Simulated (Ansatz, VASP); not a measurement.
## Ru: VASP beside Ansatz

```
Ru
1.0
     2.20692   -2.51935    0.00000
     2.20692    2.51935    0.00000
     0.00000    0.00000    2.70470
Ru
2
Direct
  0.79491 0.20509 0.25000
  0.20509 0.79491 0.75000
```

Alike in both runs: functional PBE; k mesh 16 × 16 × 20; occupations gaussian, width 0.1 eV; no spin polarisation.

Ansatz relaxed the structure, and its values are those at the end. VASP's run is a single point on that final structure, the one shown.

```csv
,VASP,Ansatz
version,VASP 6.6.1,Ansatz 0.2.0
potentials or method,"VASP PAW PBE potentials, release 64 (Ru_pv), cutoff 520 eV","scalar-relativistic, plane waves, PAW"
valence electrons in the cell,28,32
```

```csv
,VASP,Ansatz,Ansatz less VASP
gap on the k mesh at the Fermi level (eV),none,none,-
pressure (GPa),0.1,0.0,-0.07
rms of the force components (eV/Å),0.018,0.001,-0.0165
```

A gap of «none» marks a metal or a gap that the smearing closes. VASP's potentials hold 28 valence electrons a cell and Ansatz's 32, so a difference there can come from the potentials and not from the codes.
